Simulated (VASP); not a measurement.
# ZrRe (R-3m) in VASP: a series of runs

The runs below take ZrRe through single point, with PBE.

All numbers are computed with VASP 6.6.1; they aren't measurements. Logs are shortened: lines on timing, memory, paths and dates and some standing lists are left out, and cuts for length are marked.

## Step 1: The cell of the first run

It takes space group R-3m (No. 166, trigonal). Conventional cell: a = 2.782 Å, b = 2.782 Å, c = 13.290 Å, α = 90.00°, β = 90.00°, γ = 120.00°. Within 3.6 Å of Zr (site symmetry -3m) lie 6 Re at 2.74 Å and 6 Zr at 2.78 Å. Within 3.6 Å of Re (site symmetry -3m) lie 6 Zr at 2.74 Å and 6 Re at 2.78 Å.

## Step 2: Single point, PBE

INCAR reads:

```
SYSTEM = ZrRe
  ALGO = Normal
  EDIFF = 1E-6
  ENCUT = 520
  GGA = PE
  ISIF = 2
  ISMEAR = 0
  LASPH = .True.
  LCHARG = .True.
  LELF = .True.
  LREAL = .False.
  LVHAR = .True.
  LWAVE = .False.
  NBANDS = 16
  NELM = 100
  PREC = Accurate
  SIGMA = 0.1
```

KPOINTS reads:

```
k-points
0
Gamma
  6 6 6
  0 0 0
```

POSCAR reads:

```
ZrRe
1.0
    1.3907930168      0.8029747227      4.4299333129
   -1.3907930168      0.8029747227      4.4299333129
    0.0000000000     -1.6059494453      4.4299333129
Zr Re
1 1
Direct
    0.0000000000      0.0000000000      0.0000000000
    0.5000000000      0.5000000000      0.5000000000
```

Potentials or basis: VASP PAW PBE potentials, release 64 (Zr_sv, Re).

Run with:

```bash
$ cat potpaw_PBE.64/Zr_sv/POTCAR potpaw_PBE.64/Re/POTCAR > POTCAR
$ mpirun -np 1 vasp_std > vasp.out
```

OUTCAR:

```text
SYSTEM = ZrRe
   EDIFF = 1E-6
   ENCUT = 520
   GGA = PE
   ISIF = 2
   ISMEAR = 0
   LASPH = .True.
   LREAL = .False.
   NELM = 100
   PREC = Accurate

 ion  position               nearest neighbor table
   1  0.000  0.000  0.000-   2 2.74   2 2.74   2 2.74   2 2.74   2 2.74   2 2.74
   2  0.500  0.500  0.500-   1 2.74   1 2.74   1 2.74   1 2.74   1 2.74   1 2.74

  LATTYP: Found a trigonal (rhomboedric) cell.
 ALAT       =     4.7120465594
 COS(alpha) =     0.8257648184

  Lattice vectors:

 A1 = (   1.3907930168,   0.8029747227,   4.4299333129)
 A2 = (  -1.3907930168,   0.8029747227,   4.4299333129)
 A3 = (   0.0000000000,  -1.6059494453,   4.4299333129)

Analysis of symmetry for initial positions (statically):
=====================================================================
 Subroutine PRICEL returns:
 Original cell was already a primitive cell.

 Routine SETGRP: Setting up the symmetry group for a
 trigonal (rhombohedral) supercell.

 Subroutine GETGRP returns: Found 12 space group operations
 (whereof 12 operations were pure point group operations)
 out of a pool of 12 trial point group operations.

The static configuration has the point symmetry D_3d.

Analysis of symmetry for dynamics (positions and initial velocities):
=====================================================================
 Subroutine PRICEL returns:
 Original cell was already a primitive cell.

 Routine SETGRP: Setting up the symmetry group for a
 trigonal (rhombohedral) supercell.

 Subroutine GETGRP returns: Found 12 space group operations
 (whereof 12 operations were pure point group operations)
 out of a pool of 12 trial point group operations.

The dynamic configuration has the point symmetry D_3d.

 Subroutine INISYM returns: Found 12 space group operations
 (whereof 12 operations are pure point group operations),
 and found     1 'primitive' translations

----------------------------------------------------------------------------------------

                                     Primitive cell

  volume of cell :      29.6833

  direct lattice vectors                    reciprocal lattice vectors
     1.390793017  0.802974723  4.429933313     0.359507126  0.207561536  0.075245677
    -1.390793017  0.802974723  4.429933313    -0.359507126  0.207561536  0.075245677
     0.000000000 -1.605949445  4.429933313     0.000000000 -0.415123072  0.075245677
[... 82 lines left out ...]
   ENCUT  =  520.0 eV  38.22 Ry    6.18 a.u.   8.76  8.76  8.76*2*pi/ulx,y,z
   NELM   =    100;   NELMIN=  2; NELMDL= -5     # of ELM steps
   EDIFF  = 0.1E-05   stopping-criterion for ELM
   LREAL  =      F    real-space projection
   EDIFFG = 0.1E-04   stopping-criterion for IOM
   NSW    =      0    number of steps for IOM
   IBRION =     -1    ionic relax: 0-MD 1-quasi-New 2-CG
   NFREE  =      0    steps in history (QN), initial steepest desc. (CG)
   ISIF   =      2    stress and relaxation
   ISYM   =      2    0-nonsym 1-usesym 2-fastsym
   POTIM  = 0.5000    time-step for ionic-motion
   TEBEG  =    0.0;   TEEND  =   0.0 temperature during run
   PSTRESS=    0.0 pullay stress
   NELECT =      19.0000    total number of electrons
   NUPDOWN=      -1.0000    fix difference up-down
   EMIN   =  10.00;   EMAX   =-10.00  energy-range for DOS
   EFERMI =   0.00;   METHOD = LEGACY
   ISMEAR =     0;   SIGMA  =   0.10  broadening in eV -4-tet -1-fermi 0-gaus
   EFERMI_NEDOS =   21; number of points for ismear=-14 and -15
   IALGO  =     38    algorithm
   IMIX   =      4    mixing-type and parameters
     AMIX     =   0.40;   BMIX     =  1.00
     AMIX_MAG =   1.60;   BMIX_MAG =  1.00
  volume/ion in A,a.u.               =      14.84       100.16
  Fermi-wavevector in a.u.,A,eV,Ry     =   1.410875  2.666166 27.083312  1.990567
  Thomas-Fermi vector in A             =   2.532784
   LORBIT       =      0    0 simple, 1 ext, 2 COOP (PROOUT), +10 PAW based schemes
   GGA     = PE    functional components
   LHFCALC =     F    Hartree Fock is set to
   AEXX    =    0.0000 exact exchange contribution
   IVDW    =     0    specifies the selected vdW correction
   LEPSILON=     F    determine dielectric tensor
   LRPA    =     F    only Hartree local field effects (RPA)
 non-spin polarized calculation
 Gauss-broadening in eV      SIGMA  =   0.10
  energy-cutoff  :      520.00
  volume of cell :       29.68
 maximum number of plane-waves:       813
   NGX = 17   NGY = 17   NGZ = 17

 number of electron      19.0000000 magnetization

 Free energy of the ion-electron system (eV)
  ---------------------------------------------------
  ext. energy  EPLUGINS =         0.00000000
  ---------------------------------------------------
  free energy    TOTEN  =       -19.42705667 eV

  energy without entropy =      -19.41866988  energy(sigma->0) =      -19.42286327

 E-fermi :  11.2786     XC(G=0): -13.4804

 val. band max:       11.2730540444   @ k =   0.3333   0.0000   0.0000
 cond. band min:      11.3532875790   @ k =  -0.3333   0.1667   0.1667
 fundamental gap:      0.0802335345
 Fermi energy:        11.2786125628

 k-point     1 :       0.0000    0.0000    0.0000
  band No.  band energies     occupation
      1     -36.7984      2.00000
      2     -14.9228      2.00000
      3     -13.6209      2.00000
      4     -13.6209      2.00000
      5       2.9758      2.00000
      6       6.3354      2.00000
[... 433 lines left out ...]
      3     -14.5913      2.00000
      4     -14.5145      2.00000
      5       6.1093      2.00000
      6       6.8200      2.00000
[... 8 lines left out ...]
     15      18.9320      0.00000
     16      20.6493      0.00000

 [... further k-points ...]

------------------------ aborting loop because EDIFF is reached ----------------------------------------

  FORCE on cell =-STRESS in cart. coord.  units (eV):
  Direction    XX          YY          ZZ          XY          YZ          ZX
  --------------------------------------------------------------------------------------
  -------------------------------------------------------------------------------------
  Total       10.9180067     10.9180067      8.9613235      0.0000000      0.0000000      0.0000000
  in kB      589.3063554    589.3063555    483.6931367      0.0000000      0.0000000      0.0000000
  external PRESSURE =     554.1019492 kB  Pullay stress =       0.0000000 kB

 VOLUME and BASIS-vectors are now :
 -----------------------------------------------------------------------------
  energy-cutoff  :      520.00
  volume of cell :       29.68
      direct lattice vectors                 reciprocal lattice vectors
     1.390793017  0.802974723  4.429933313     0.359507126  0.207561536  0.075245677
    -1.390793017  0.802974723  4.429933313    -0.359507126  0.207561536  0.075245677
     0.000000000 -1.605949445  4.429933313     0.000000000 -0.415123072  0.075245677

 POSITION                                       TOTAL-FORCE (eV/Angst)
 -----------------------------------------------------------------------------------
      0.00000      0.00000      0.00000         0.000000     -0.000000     -0.000000
      0.00000      0.00000      6.64490        -0.000000      0.000000      0.000000
 -----------------------------------------------------------------------------------
    total drift:                                0.000000      0.000000     -0.000000

  FREE ENERGIE OF THE ION-ELECTRON SYSTEM (eV)
  ---------------------------------------------------
  free  energy   TOTEN  =       -19.4270566704 eV

  energy  without entropy=      -19.4186698755  energy(sigma->0) =      -19.42286327
```

OSZICAR:

```text
N       E                     dE             d eps       ncg     rms          rms(c)
DAV:   1     0.109418417927E+03    0.10942E+03   -0.10010E+04  1552   0.143E+03
DAV:   2    -0.159679207949E+02   -0.12539E+03   -0.12077E+03  1688   0.412E+02
DAV:   3    -0.201052223237E+02   -0.41373E+01   -0.40852E+01  1712   0.658E+01
DAV:   4    -0.202362367191E+02   -0.13101E+00   -0.13023E+00  1232   0.762E+00
DAV:   5    -0.202487130426E+02   -0.12476E-01   -0.12475E-01  1784   0.235E+00    0.391E+01
DAV:   6    -0.197442073962E+02    0.50451E+00   -0.24452E+00  1704   0.284E+01    0.155E+01
DAV:   7    -0.198355155308E+02   -0.91308E-01   -0.35987E+00  1776   0.224E+01    0.968E+00
DAV:   8    -0.194276352748E+02    0.40788E+00   -0.15044E+00  1712   0.187E+01    0.106E+00
DAV:   9    -0.194276105223E+02    0.24752E-04   -0.37368E-02  1640   0.213E+00    0.366E-01
DAV:  10    -0.194271235195E+02    0.48700E-03   -0.39817E-03  1640   0.830E-01    0.110E-01
DAV:  11    -0.194270712181E+02    0.52301E-04   -0.29770E-04  1624   0.174E-01    0.320E-02
DAV:  12    -0.194270571189E+02    0.14099E-04   -0.18449E-05  1648   0.415E-02    0.240E-02
DAV:  13    -0.194270566704E+02    0.44846E-06   -0.30902E-06   880   0.359E-02
   1 F= -.19427057E+02 E0= -.19422863E+02  d E =-.838679E-02
```

Run time: 17 s. Hardware: 1 thread of Intel Xeon 6975P-C (Granite Rapids), shared host; peak memory 0.2 GiB.

What came out:

```
Free energy            : -19.4271 eV
Pressure               : 55.4 GPa
Band gap on the k mesh : zero (an odd number of electrons rules out a gap without spin polarisation)
```

Caveat: the k points lie up to 0.44 Å⁻¹ apart, too coarse for converged energies and pressures of a metal; spin-orbit coupling is left out, which moves the levels of the heavy elements.

## Step 3: Single point, PBE

This run uses another cell than the first one, of 18.32 Å³/atom.

INCAR reads:

```
PREC     = Accurate       # precision mode
ENCUT    = 520            # plane-wave cutoff, eV
EDIFF    = 1E-6           # SCF threshold, eV
ISMEAR   = 0              # smearing method
SIGMA    = 0.1            # smearing width, eV
LREAL    = False          # projectors in reciprocal space
LASPH    = True           # aspherical terms in the spheres
NELM     = 80             # most SCF steps
ALGO     = Normal         # electronic algorithm
ISIF     = 2              # what is computed and relaxed
LWAVE    = False          # write WAVECAR
LCHARG   = True           # write CHGCAR
GGA      = PE             # functional
LELF     = True           # ELF
LVHAR    = True         
NBANDS   = 16             # bands
```

KPOINTS reads:

```
regular mesh
0
Gamma
  6 6 6
```

POSCAR reads:

```
ZrRe
1.0
    1.5724481540      0.9078533650      4.2771386705
   -1.5724481540      0.9078533650      4.2771386705
    0.0000000000     -1.8157067299      4.2771386705
Zr Re
1 1
Direct
    0.0000000000      0.0000000000      0.0000000000
    0.5000000000      0.5000000000      0.5000000000
```

Potentials or basis: VASP PAW PBE potentials, release 64 (Zr_sv, Re).

Run with:

```bash
$ cat potpaw_PBE.64/Zr_sv/POTCAR potpaw_PBE.64/Re/POTCAR > POTCAR
$ mpirun -np 1 vasp_std > vasp.out
```

It took 19 s on 1 thread of Intel Xeon 6975P-C (Granite Rapids), shared host; peak memory 0.2 GiB.

The run converged. Its results:

| Property | Result |
| --- | --- |
| Free energy | -20.6355 eV |
| Pressure | 0.0 GPa |
| Band gap on the k mesh | zero (an odd number of electrons rules out a gap without spin polarisation) |

Stress tensor (GPa, compression positive):
```
 0.05  0.00  0.00
 0.00  0.05  0.00
 0.00  0.00 -0.19
```

Levels at points of the mesh, in eV from the Fermi level:
| k point | band 5 | band 6 | band 7 | band 8 | band 9 | band 10 | band 11 | band 12 | band 13 | band 14 |
| --- | --- | --- | --- | --- | --- | --- | --- | --- | --- | --- |
| (0.00, 0.00, 0.00) | -7.26 | -4.19 | -1.57 | -1.57 | -1.07 | -1.07 | 2.13 | 3.24 | 3.47 | 3.47 |
| (0.50, 0.00, 0.00) | -3.54 | -2.53 | -1.84 | -1.32 | -0.97 | 0.08 | 0.65 | 2.33 | 2.34 | 4.53 |
| (0.50, 0.50, 0.00) | -4.75 | -4.11 | -3.56 | -1.54 | 0.71 | 1.78 | 2.29 | 3.58 | 3.82 | 5.67 |
| (0.50, 0.50, 0.50) | -5.41 | -3.79 | -0.94 | -0.82 | -0.82 | 0.65 | 0.65 | 1.16 | 1.32 | 1.32 |

Caveat: the k points lie up to 0.39 Å⁻¹ apart, too coarse for converged energies and pressures of a metal; spin-orbit coupling is left out, which moves the levels of the heavy elements.

The gap in the log of VASP goes by the Fermi energy; the results here count the filled bands.